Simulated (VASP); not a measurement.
# SrTiO3 (P4/mmm) in VASP: single point with HSE06

Aim: the single point of SrTiO3 with HSE06.

Program: VASP 6.6.1. These are calculated values, not measurements. Logs are shortened: lines on timing, memory, paths and dates and some standing lists are left out, and cuts for length are marked.

### Step 1. The cell of the first run

Symmetry: P4/mmm, No. 123, tetragonal system. The conventional cell has a = 3.907 Å, b = 3.907 Å, c = 3.809 Å, α = 90.00°, β = 90.00°, γ = 90.00°. Within 3.6 Å of Sr (site symmetry 4/mmm) lie 12 O at 2.73 to 2.76 Å and 8 Ti at 3.36 Å. Within 2.5 Å of Ti (site symmetry 4/mmm) lie 6 O at 1.90 to 1.95 Å. O (site symmetry 4/mmm) has 2 Ti at 1.90 Å within 2.5 Å. Within 2.6 Å of O (site symmetry mmm) lie 2 Ti at 1.95 Å.

### Step 2. Single point, HSE06 (uniaxial z strain -2.5%)

POSCAR reads:

```
SrTiO3
1.0
    3.9068515106      0.0000000000      0.0000000000
    0.0000000000      3.9068515106      0.0000000000
    0.0000000000      0.0000000000      3.8091802228
Sr Ti O
1 1 3
Direct
    0.0000000000      0.0000000000      0.0000000000
    0.5000000000      0.5000000000      0.5000000000
    0.5000000000      0.5000000000      0.0000000000
    0.5000000000      0.0000000000      0.5000000000
    0.0000000000      0.5000000000      0.5000000000
```

INCAR.step1 reads:

```
SYSTEM = SrTiO3
ALGO = Normal
EDIFF = 1E-5
ENCUT = 520
GGA = PE
ISIF = 2
ISMEAR = 0
KPAR = 4
LASPH = .TRUE.
LCHARG = .FALSE.
LREAL = .FALSE.
LWAVE = .TRUE.
NBANDS = 28
NELM = 60
PREC = Accurate
SIGMA = 0.01
```

INCAR.step2 reads:

```
SYSTEM = SrTiO3
ALGO = Normal
EDIFF = 1E-6
ENCUT = 520
GGA = PE
HFSCREEN = 0.2079
ISIF = 2
ISMEAR = 0
ISTART = 1
KPAR = 4
LASPH = .TRUE.
LCHARG = .FALSE.
LHFCALC = .TRUE.
LREAL = .FALSE.
LWAVE = .FALSE.
NBANDS = 28
NELM = 60
PREC = Accurate
PRECFOCK = Fast
SIGMA = 0.01
```

KPOINTS reads:

```
k-points
0
G
  4 4 4
  0 0 0
```

Potentials or basis: VASP PAW PBE potentials, release 64 (Sr_sv, Ti_sv, O).

The run is started by

```bash
$ cat potpaw_PBE.64/Sr_sv/POTCAR potpaw_PBE.64/Ti_sv/POTCAR potpaw_PBE.64/O/POTCAR > POTCAR
$ cp INCAR.step1 INCAR
$ mpirun -np 4 vasp_std > vasp.out
$ cp INCAR.step2 INCAR
$ mpirun -np 4 vasp_std > vasp.out
```

OUTCAR:

```text
SYSTEM = SrTiO3
   EDIFF = 1E-6
   ENCUT = 520
   GGA = PE
   HFSCREEN = 0.2079
   ISIF = 2
   ISMEAR = 0
   ISTART = 1
   LASPH = .TRUE.
   LHFCALC = .TRUE.
   LREAL = .FALSE.
   NELM = 60
   PREC = Accurate
   PRECFOCK = Fast

 ion  position               nearest neighbor table
   1  0.000  0.000  0.000-   4 2.73   5 2.73   4 2.73   5 2.73   5 2.73   5 2.73   4 2.73   4 2.73
                             3 2.76   3 2.76   3 2.76   3 2.76   2 3.36   2 3.36   2 3.36   2 3.36
   2  0.500  0.500  0.500-   3 1.90   3 1.90   5 1.95   4 1.95   4 1.95   5 1.95   1 3.36   1 3.36
                             1 3.36   1 3.36   1 3.36   1 3.36   1 3.36   1 3.36
   3  0.500  0.500  0.000-   2 1.90   2 1.90   1 2.76   1 2.76   1 2.76   1 2.76
   4  0.500  0.000  0.500-   2 1.95   2 1.95   1 2.73   1 2.73   1 2.73   1 2.73
   5  0.000  0.500  0.500-   2 1.95   2 1.95   1 2.73   1 2.73   1 2.73   1 2.73

  LATTYP: Found a simple tetragonal cell.
 ALAT       =     3.9068515106
 C/A-ratio  =     0.9750000000

  Lattice vectors:

 A1 = (   3.9068515106,   0.0000000000,   0.0000000000)
 A2 = (   0.0000000000,   3.9068515106,   0.0000000000)
 A3 = (   0.0000000000,   0.0000000000,   3.8091802228)

Analysis of symmetry for initial positions (statically):
=====================================================================
 Subroutine PRICEL returns:
 Original cell was already a primitive cell.

 Routine SETGRP: Setting up the symmetry group for a
 simple tetragonal supercell.

 Subroutine GETGRP returns: Found 16 space group operations
 (whereof 16 operations were pure point group operations)
 out of a pool of 16 trial point group operations.

The static configuration has the point symmetry D_4h.

Analysis of symmetry for dynamics (positions and initial velocities):
=====================================================================
 Subroutine PRICEL returns:
 Original cell was already a primitive cell.

 Routine SETGRP: Setting up the symmetry group for a
 simple tetragonal supercell.

 Subroutine GETGRP returns: Found 16 space group operations
 (whereof 16 operations were pure point group operations)
 out of a pool of 16 trial point group operations.

The dynamic configuration has the point symmetry D_4h.

 Subroutine INISYM returns: Found 16 space group operations
 (whereof 16 operations are pure point group operations),
 and found     1 'primitive' translations

----------------------------------------------------------------------------------------

                                     Primitive cell

  volume of cell :      58.1414

  direct lattice vectors                    reciprocal lattice vectors
     3.906851511  0.000000000  0.000000000     0.255960585  0.000000000  0.000000000
     0.000000000  3.906851511  0.000000000     0.000000000  0.255960585  0.000000000
     0.000000000  0.000000000  3.809180223     0.000000000  0.000000000  0.262523677

  length of vectors
     3.906851511  3.906851511  3.809180223     0.255960585  0.255960585  0.262523677

  position of ions in fractional coordinates (direct lattice)
     0.000000000  0.000000000  0.000000000
     0.500000000  0.500000000  0.500000000
     0.500000000  0.500000000  0.000000000
     0.500000000  0.000000000  0.500000000
     0.000000000  0.500000000  0.500000000

  ion indices of the primitive-cell ions
   primitive index   ion index
                 1           1
                 2           2
                 3           3
                 4           4
                 5           5

----------------------------------------------------------------------------------------

 KPOINTS: k-points

Automatic generation of k-mesh.
 Grid dimensions read from file:
 generate k-points for:    4    4    4

 Generating k-lattice:

  Cartesian coordinates                     Fractional coordinates (reciprocal lattice)
     0.063990146  0.000000000  0.000000000     0.250000000  0.000000000  0.000000000
     0.000000000  0.063990146  0.000000000     0.000000000  0.250000000  0.000000000
     0.000000000  0.000000000  0.065630919     0.000000000  0.000000000  0.250000000

  Length of vectors
     0.063990146  0.063990146  0.065630919

  Shift w.r.t. Gamma in fractional coordinates (k-lattice)
     0.000000000  0.000000000  0.000000000

 Subroutine IBZKPT returns following result:
 ===========================================

 Found     18 irreducible k-points:

 Following reciprocal coordinates:
            Coordinates               Weight
  0.000000  0.000000  0.000000      1.000000
  0.250000  0.000000  0.000000      4.000000
  0.500000  0.000000  0.000000      2.000000
  0.250000  0.250000  0.000000      4.000000
  0.500000  0.250000  0.000000      4.000000
  0.500000  0.500000  0.000000      1.000000
[... 10 lines left out ...]
  0.500000  0.250000  0.500000      4.000000
  0.500000  0.500000  0.500000      1.000000
   k-points           NKPTS =     18   k-points in BZ     NKDIM =     64   number of bands    NBANDS=     28
   number of dos      NEDOS =    301   number of ions     NIONS =      5
   total plane-waves  NPLWV =  25200
   dimension x,y,z NGX =    30 NGY =   30 NGZ =   28
   dimension x,y,z NGXF=    60 NGYF=   60 NGZF=   56
   ions per type =               1   1   3
   NGX,Y,Z   is equivalent  to a cutoff of  12.77, 12.77, 12.22 a.u.
   NGXF,Y,Z  is equivalent  to a cutoff of  25.53, 25.53, 24.44 a.u.
 SYSTEM =  SrTiO3
   PREC   = accura    normal or accurate (medium, high low for compatibility)
   ISTART =      1    job   : 0-new  1-cont  2-samecut
   ICHARG =      0    charge: 1-file 2-atom 10-const
   ISPIN  =      1    spin polarized calculation?
   LNONCOLLINEAR =      F non collinear calculations
   LSORBIT =      F    spin-orbit coupling
   LASPH  =      T    aspherical Exc in radial PAW
   ENCUT  =  520.0 eV  38.22 Ry    6.18 a.u.   7.26  7.26  7.08*2*pi/ulx,y,z
   NELM   =     60;   NELMIN=  2; NELMDL=  0     # of ELM steps
   EDIFF  = 0.1E-05   stopping-criterion for ELM
   LREAL  =      F    real-space projection
   EDIFFG = 0.1E-04   stopping-criterion for IOM
   NSW    =      0    number of steps for IOM
   IBRION =     -1    ionic relax: 0-MD 1-quasi-New 2-CG
   NFREE  =      0    steps in history (QN), initial steepest desc. (CG)
   ISIF   =      2    stress and relaxation
   ISYM   =      3    0-nonsym 1-usesym 2-fastsym
   POTIM  = 0.5000    time-step for ionic-motion
   TEBEG  =    0.0;   TEEND  =   0.0 temperature during run
   PSTRESS=    0.0 pullay stress
   NELECT =      40.0000    total number of electrons
   NUPDOWN=      -1.0000    fix difference up-down
   EMIN   =  10.00;   EMAX   =-10.00  energy-range for DOS
   EFERMI =   0.00;   METHOD = LEGACY
   ISMEAR =     0;   SIGMA  =   0.01  broadening in eV -4-tet -1-fermi 0-gaus
   EFERMI_NEDOS =   21; number of points for ismear=-14 and -15
   IALGO  =     38    algorithm
   IMIX   =      1    mixing-type and parameters
     AMIX     =   0.40;   BMIX     =  1.00
     AMIX_MAG =   1.60;   BMIX_MAG =  1.00
  volume/ion in A,a.u.               =      11.63        78.47
  Fermi-wavevector in a.u.,A,eV,Ry     =   1.445217  2.731064 28.417837  2.088652
  Thomas-Fermi vector in A             =   2.563424
   LORBIT       =      0    0 simple, 1 ext, 2 COOP (PROOUT), +10 PAW based schemes
   GGA     = PE    functional components
   LHFCALC =     T    Hartree Fock is set to
   PRECFOCK=fast      Normal, Fast or Accurate (Low or Medium for compatibility)
   ENCUT4O =  -1.0   cutoff for four orbital integrals eV
   NKREDX  =     1    reduce k-point grid by
   NKREDY  =     1    reduce k-point grid by
   NKREDZ  =     1    reduce k-point grid by
   AEXX    =    0.2500 exact exchange contribution
   HFSCREEN=    0.2079 screening length (either q_TF or 0.3 A-1)
   HFSCREENC=   0.2079 screening length for correlation (either q_TF or 0.3 A-1)
   ENCUTFOCK=  -1.0 apply spherical cutoff to Coloumb kernel
   IVDW    =     0    specifies the selected vdW correction
   LEPSILON=     F    determine dielectric tensor
   LRPA    =     F    only Hartree local field effects (RPA)
 non-spin polarized calculation
 Gauss-broadening in eV      SIGMA  =   0.01
  energy-cutoff  :      520.00
  volume of cell :       58.14
 maximum number of plane-waves:      1580
 NGX is ok and might be reduce to    30
  NGX = 16; NGY = 16; NGZ = 16

 number of electron      40.0000007 magnetization

 Free energy of the ion-electron system (eV)
  ---------------------------------------------------
  ext. energy  EPLUGINS =         0.00000000
  ---------------------------------------------------
  free energy    TOTEN  =       -48.57817276 eV

  energy without entropy =      -48.57817276  energy(sigma->0) =      -48.57817276

 E-fermi :   3.4594     XC(G=0):  -9.3528

 val. band max:        3.3519785000   @ k =   0.5000   0.5000   0.5000
 cond. band min:       6.6613103178   @ k =   0.0000   0.0000   0.0000
 fundamental gap:      3.3093318178
 Fermi energy:         3.4594309163

 k-point     1 :       0.0000    0.0000    0.0000
  band No.  band energies     occupation
      1     -57.3763      2.00000
      2     -32.0036      2.00000
      3     -31.9665      2.00000
      4     -31.9665      2.00000
      5     -31.2688      2.00000
      6     -15.8905      2.00000
[... 20 lines left out ...]
     27      10.5199      0.00000
     28      11.4200      0.00000

 k-point     2 :       0.2500    0.0000    0.0000
  band No.  band energies     occupation
      1     -57.3756      2.00000
      2     -32.0151      2.00000
      3     -32.0012      2.00000
      4     -31.9641      2.00000
      5     -31.2432      2.00000
      6     -15.9333      2.00000
[... 20 lines left out ...]
     27      11.4887      0.00000
     28      12.8334      0.00000

 k-point     3 :       0.5000    0.0000    0.0000
  band No.  band energies     occupation
      1     -57.3749      2.00000
      2     -32.0615      2.00000
      3     -31.9988      2.00000
      4     -31.9617      2.00000
      5     -31.2193      2.00000
      6     -16.0523      2.00000
[... 430 lines left out ...]
      3     -32.0320      2.00000
      4     -31.9923      2.00000
      5     -31.2029      2.00000
      6     -14.7323      2.00000
[... 20 lines left out ...]
     27      13.3670      0.00000
     28      14.1567      0.00000

 k-point    18 :       0.5000    0.5000    0.5000
  band No.  band energies     occupation
      1     -57.3712      2.00000
      2     -32.0967      2.00000
      3     -32.0292      2.00000
      4     -32.0292      2.00000
      5     -31.1926      2.00000
      6     -14.3915      2.00000
[... 20 lines left out ...]
     27      13.6718      0.00000
     28      14.1354      0.00000

------------------------ aborting loop because EDIFF is reached ----------------------------------------

  FORCE on cell =-STRESS in cart. coord.  units (eV):
  Direction    XX          YY          ZZ          XY          YZ          ZX
  --------------------------------------------------------------------------------------
  -------------------------------------------------------------------------------------
  Total        0.6404242      0.6404242      3.1853491      0.0000000     -0.0000000      0.0000000
  in kB       17.6478968     17.6478968     87.7773150      0.0000000     -0.0000000      0.0000000
  external PRESSURE =      41.0243695 kB  Pullay stress =       0.0000000 kB

 VOLUME and BASIS-vectors are now :
 -----------------------------------------------------------------------------
  energy-cutoff  :      520.00
  volume of cell :       58.14
      direct lattice vectors                 reciprocal lattice vectors
     3.906851511  0.000000000  0.000000000     0.255960585  0.000000000  0.000000000
     0.000000000  3.906851511  0.000000000     0.000000000  0.255960585  0.000000000
     0.000000000  0.000000000  3.809180223     0.000000000  0.000000000  0.262523677

 POSITION                                       TOTAL-FORCE (eV/Angst)
 -----------------------------------------------------------------------------------
      0.00000      0.00000      0.00000         0.000000      0.000000      0.000000
      1.95343      1.95343      1.90459         0.000000      0.000000      0.000000
      1.95343      1.95343      0.00000         0.000000      0.000000      0.000000
      1.95343      0.00000      1.90459         0.000000      0.000000      0.000000
      0.00000      1.95343      1.90459         0.000000      0.000000      0.000000
 -----------------------------------------------------------------------------------
    total drift:                               -0.000000      0.000002      0.000001

  FREE ENERGIE OF THE ION-ELECTRON SYSTEM (eV)
  ---------------------------------------------------
  free  energy   TOTEN  =       -48.5781727600 eV

  energy  without entropy=      -48.5781727600  energy(sigma->0) =      -48.57817276
```

Wall time 14 min (4 MPI ranks of Oxide Virtual Turin-like, shared host); peak memory 0.27 GiB.

What came out:

| Item | Value |
| --- | --- |
| Free energy | -48.5782 eV |
| Pressure | 4.1 GPa |
| Band gap on the k mesh | 3.31 eV (least direct gap 3.69 eV) |

Stress tensor (GPa, compression positive):
```
1.76 0.00 0.00
0.00 1.76 0.00
0.00 0.00 8.78
```

Levels at points of the mesh, in eV from the valence-band top:
| k point | band 18 | band 19 | band 20 | band 21 | band 22 | band 23 |
| --- | --- | --- | --- | --- | --- | --- |
| (0.00, 0.00, 0.00) | -0.38 | -0.38 | -0.38 | 3.31 | 3.35 | 3.35 |
| (0.50, 0.00, 0.00) | -2.17 | -0.82 | -0.79 | 3.54 | 5.45 | 5.46 |
| (0.50, 0.50, 0.00) | -1.85 | -1.85 | -0.16 | 5.46 | 5.46 | 6.03 |
| (0.00, 0.00, 0.50) | -2.20 | -0.83 | -0.83 | 3.54 | 5.73 | 5.73 |
| (0.50, 0.00, 0.50) | -1.70 | -1.69 | -0.10 | 5.48 | 5.75 | 6.20 |
| (0.50, 0.50, 0.50) | -0.05 | 0.00 | 0.00 | 6.30 | 6.45 | 6.45 |

Caveat: the cell differs from its parent crystal (uniaxial z strain -2.5%); the stress differs along the axes, from 2 to 9 GPa; the PAW data sets were made with another functional, which shifts forces and pressure a little.
